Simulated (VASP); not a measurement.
Input of a VASP 6.6.1 run:

INCAR

```
SYSTEM = Se
PREC = Accurate
ENCUT = 520
EDIFF = 1E-6
ISMEAR = -1
SIGMA = 0.08
LREAL = .FALSE.
LASPH = .TRUE.
NELM = 60
ALGO = Normal
ISIF = 2
LWAVE = .FALSE.
LCHARG = .TRUE.
LELF = .TRUE.
LVHAR = .TRUE.
NBANDS = 13
```

File KPOINTS:

```
Automatic mesh
0
G
  11 11 11
  0 0 0
```

POSCAR

```
Se
1.0
    0.0000000000      2.6014821354      2.6014821354
    2.6014821354      0.0000000000      2.6014821354
    2.6014821354      2.6014821354      0.0000000000
Se
2
Direct
   -0.1250000000     -0.1250000000     -0.1250000000
    0.1250000000      0.1250000000      0.1250000000
```

Potentials or basis: VASP PAW LDA potentials, release 64 (Se).

Launch:

```console
$ cat potpaw_LDA.64/Se/POTCAR > POTCAR
$ mpirun -np 1 vasp_std > vasp.out
```

Q: Predict the band gap on the k mesh.

A: Zero (band 6 reaches 9.54 eV, above the bottom of band 7 at 6.68 eV).

Q: What does it give for the pressure?

A: 65.5 GPa.
